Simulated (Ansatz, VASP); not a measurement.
# One calculation of F, two programs

The input INCAR:

```
  PREC = Accurate
  ENCUT = 520
  EDIFF = 1E-6
  ISMEAR = 0
  SIGMA = 0.05
  LREAL = False
  LASPH = True
  NELM = 80
  ALGO = Normal
  ISIF = 2
  LWAVE = False
  LCHARG = True
  GGA = PE
  IVDW = 12
  LELF = True
  LVHAR = True
  NBANDS = 22
```

KPOINTS

```
regular mesh
0
Gamma
  8 8 4
```

The input POSCAR:

```
F
1.0
    2.6235569500     -1.7709423068      0.2768716631
    2.6235569500      1.7709423068      0.2768716631
   -0.8194564359      0.0000000000      6.6713474577
F
4
Direct
    0.9138648456      0.5855481450      0.0939279973
    0.4144518550      0.0861351544      0.4060720027
    0.0861351544      0.4144518550      0.9060720027
    0.5855481450      0.9138648456      0.5939279973
```

Input for Ansatz:

```yaml
crystal:
  lattice:
    - [2.62355695, -1.7709423068, 0.2768716631]
    - [2.62355695, 1.7709423068, 0.2768716631]
    - [-0.8194564359, 0.0, 6.6713474577]
  atoms:
    - { symbol: F, position: [0.9138648456, 0.585548145, 0.0939279973] }
    - { symbol: F, position: [0.414451855, 0.0861351544, 0.4060720027] }
    - { symbol: F, position: [0.0861351544, 0.414451855, 0.9060720027] }
    - { symbol: F, position: [0.585548145, 0.9138648456, 0.5939279973] }
basis:
  ecutwfc: 520.0
kpoints:
  mp_grid: { grid: [8, 8, 4] }
hamiltonian:
  xc: pbe
  dispersion: d3bj
scf:
  occupations: { method: gaussian, width: 0.05 }
output:
  forces: true
  stress: true
  eigenvalues: true
```

Change from the starting cell: volume 15.699 Å^3 an atom, stretch along a over the lengths across it, relative to the relaxed cell 0.9416.

Alike in both runs: task single point; functional PBE; dispersion D3(BJ); k mesh 8 × 8 × 4; occupations gaussian, width 0.05 eV; no spin polarisation.

```csv
,VASP,Ansatz
version,VASP 6.6.1,Ansatz 0.2.0
potentials or method,"VASP PAW PBE potentials, release 64 (F), cutoff 520 eV","scalar-relativistic, plane waves, PAW"
valence electrons in the cell,28,28
```

|  | VASP | Ansatz | Ansatz less VASP |
| --- | --- | --- | --- |
| gap on the k mesh at the Fermi level (eV) | 3.09 | 3.17 | +0.076 |
| least direct gap on the mesh (eV) | 3.09 | 3.17 | +0.076 |
| pressure (GPa) | 2.2 | 1.8 | -0.39 |
| traceless stress, the component that is largest in VASP (GPa) | 3.14 | 1.78 | -1.356 |
| rms of the force components (eV/Å) | 0.558 | 0.326 | -0.2314 |

Atom by atom the forces differ by 0.231 eV/Å (rms over components).
